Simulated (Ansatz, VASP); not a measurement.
## Two plane-wave programs on HgTe

The input INCAR:

```
PREC     = Accurate       # precision mode
ENCUT    = 520            # plane-wave cutoff, eV
EDIFF    = 1E-8           # SCF threshold, eV
ISMEAR   = -1             # smearing method
SIGMA    = 0.05           # smearing width, eV
LREAL    = F              # projectors in reciprocal space
LASPH    = T              # aspherical terms in the spheres
NELM     = 60             # most SCF steps
ALGO     = Normal         # electronic algorithm
ISIF     = 2              # what is computed and relaxed
LWAVE    = F              # write WAVECAR
LCHARG   = F              # write CHGCAR
GGA      = PE             # functional
LEFG     = T            
NBANDS   = 16             # bands
```

File KPOINTS:

```
Automatic mesh
0
Gamma
  9 9 9
```

File POSCAR:

```
HgTe
1.0
    0.0000000000      3.2235000000      3.2235000000
    3.2235000000      0.0000000000      3.2235000000
    3.2235000000      3.2235000000      0.0000000000
Hg Te
1 1
Direct
    0.0000000000      0.0000000000      0.0000000000
    0.7500000000      0.7500000000      0.7500000000
```

Input for Ansatz:

```yaml
crystal:
  lattice:
    - [0.0, 3.2235, 3.2235]
    - [3.2235, 0.0, 3.2235]
    - [3.2235, 3.2235, 0.0]
  atoms:
    - { symbol: Hg, position: [0.0, 0.0, 0.0] }
    - { symbol: Te, position: [0.75, 0.75, 0.75] }
kpoints:
  mp_grid: { grid: [9, 9, 9] }
  band_path:
    path:
      - [0.0, 0.0, 0.0]
      - [-0.5, -0.5, 0.0]
      - [-0.375, -0.375, 0.25]
      - [-0.375, 0.0, 0.375]
      - [0.0, 0.0, 0.0]
      - [0.0, 0.0, 0.5]
      - [-0.5, -0.25, 0.25]
      - [-0.5, -0.5, 0.0]
    npoints: 8
scf:
  occupations: { method: fermi_dirac, width: 0.05 }
hamiltonian:
  xc: pbe
  pseudopotentials: { kind: paw }
output:
  forces: true
  stress: true
  eigenvalues: true
  efg: { contact_densities: true }
  populations: true
  bader: true
  dos: { projected: true, de: 0.2, e_range: [-14, 8] }
```

Alike in both runs: task electric field gradients; functional PBE; k mesh 9 × 9 × 9; occupations fermi-dirac, width 0.05 eV; no spin polarisation.

|  | VASP | Ansatz |
| --- | --- | --- |
| version | VASP 6.6.1 | Ansatz 0.2.0 |
| potentials or method | VASP PAW PBE potentials, release 64 (Hg, Te) | PAW with Ansatz's default frozen-core files, scalar-relativistic |
| plane-wave cutoff (eV) | 520 | 420 |
| valence electrons in the cell | 18 | 36 |

Ansatz gave:

| Quantity | Value |
| --- | --- |
| pressure (GPa) | 4.1 |

**Question.** Which values does VASP return?

**Answer.** Pressure (GPa): 4.2.

With one functional, cell and mesh, what is left measures potentials, basis and numerics. VASP's potentials hold 18 valence electrons a cell and Ansatz's 36, so a difference there can come from the potentials and not from the codes.

Spin-orbit coupling is off throughout.
